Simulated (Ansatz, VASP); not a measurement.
## TiRh3: VASP beside Ansatz

```
CELL_PARAMETERS angstrom
3.80922 0.00000 0.00000
0.00000 3.80922 0.00000
0.00000 0.00000 3.80922
ATOMIC_POSITIONS crystal
Ti 0.00000 0.00000 0.00000
Rh 0.00000 0.50000 0.50000
Rh 0.50000 0.00000 0.50000
Rh 0.50000 0.50000 0.00000
```

Change from the starting cell: volume scaled by 0.99, PAW files.

Alike in both runs: task electric field gradients; functional LDA; k mesh 10 × 10 × 10; occupations fermi-dirac, width 0.03 eV; no spin polarisation.

```csv
,VASP,Ansatz
version,VASP 6.6.1,Ansatz 0.2.0
potentials or method,"VASP PAW LDA potentials, release 64 (Ti_sv, Rh_pv)","PAW with Ansatz's default frozen-core files, scalar-relativistic"
plane-wave cutoff (eV),520,420
valence electrons in the cell,57,63
```

```csv
,VASP,Ansatz,Ansatz less VASP
pressure (GPa),-7.2,-8.0,-0.72
size of Vzz on the site where it differs most (V/Å²),33.6,28.8,-4.81
```

LDA's correlation is that of Perdew and Zunger in VASP and of Perdew and Wang (1992) in Ansatz. VASP's potentials hold 57 valence electrons a cell and Ansatz's 63, so a difference there can come from the potentials and not from the codes.
